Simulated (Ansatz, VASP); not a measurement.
**NaSrBr3: VASP beside Ansatz**

Contents of POSCAR:

```
NaSrBr3
1.0
    5.8684028490      0.0000000000      0.0000000000
    0.0000000000      5.8684028490      0.0000000000
    0.0000000000      0.0000000000      5.9408603649
Na Sr Br
1 1 3
Direct
    0.0000000000      0.0000000000      0.0000000000
    0.5000000000      0.5000000000      0.5000000000
    0.5000000000      0.5000000000      0.0000000000
    0.5000000000      0.0000000000      0.5000000000
    0.0000000000      0.5000000000      0.5000000000
```

Contents of INCAR.step1:

```
SYSTEM = NaSrBr3
PREC = Accurate
ENCUT = 520
ISMEAR = 0
SIGMA = 0.01
LREAL = .False.
LASPH = .True.
NELM = 60
NBANDS = 27
GGA = PE
ALGO = Normal
EDIFF = 1E-4
LWAVE = .True.
LCHARG = .False.
```

Contents of INCAR.step2:

```
SYSTEM = NaSrBr3
PREC = Accurate
ENCUT = 520
EDIFF = 1E-6
ISMEAR = 0
SIGMA = 0.01
LREAL = .False.
LASPH = .True.
NELM = 60
ALGO = Normal
ISIF = 2
LWAVE = .False.
LCHARG = .False.
METAGGA = R2SCAN
LMIXTAU = .True.
NBANDS = 27
ISTART = 1
```

KPOINTS

```
Automatic mesh
0
Gamma
  4 4 4
  0 0 0
```

Input for Ansatz:

```yaml
crystal:
  lattice:
    - [5.868402849, 0.0, 0.0]
    - [0.0, 5.868402849, 0.0]
    - [0.0, 0.0, 5.9408603649]
  atoms:
    - { symbol: Na, position: [0.0, 0.0, 0.0] }
    - { symbol: Sr, position: [0.5, 0.5, 0.5] }
    - { symbol: Br, position: [0.5, 0.5, 0.0] }
    - { symbol: Br, position: [0.5, 0.0, 0.5] }
    - { symbol: Br, position: [0.0, 0.5, 0.5] }
kpoints:
  mp_grid: { grid: [4, 4, 4] }
  band_path:
    path: [[0.0, 0.0, 0.0], [0.0, 0.5, 0.0], [0.5, 0.5, 0.0], [0.5, 0.5, 0.5]]
    npoints: 1
hamiltonian:
  xc: r2scan
scf:
  occupations: { method: fixed }
  n_extra_bands: 5
output:
  forces: true
  stress: true
  eigenvalues: true
```

Change from the starting cell: epitaxial_xy strain -1.0%.

Alike in both runs: task single point; functional r2SCAN; k mesh 4 × 4 × 4; no spin polarisation.

|  | VASP | Ansatz |
| --- | --- | --- |
| version | VASP 6.6.1 | Ansatz 0.2.0 |
| potentials or method | VASP PAW PBE potentials, release 64 (Na_pv, Sr_sv, Br) | plane waves, PAW |
| plane-wave cutoff (eV) | 520 | 500 |
| occupations | gaussian, width 0.01 eV | fixed |
| valence electrons in the cell | 38 | 40 |

```tsv
	VASP	Ansatz	Ansatz less VASP
gap on the k mesh at the Fermi level (eV)	3.71	3.71	-0.003
pressure (GPa)	0.4	0.4	-0.06
traceless stress, the component that is largest in VASP (GPa)	-0.36	-0.35	+0.006
```

VASP's potentials were made for PBE, not for r2SCAN. VASP's potentials hold 38 valence electrons a cell and Ansatz's 40, so a difference there can come from the potentials and not from the codes.
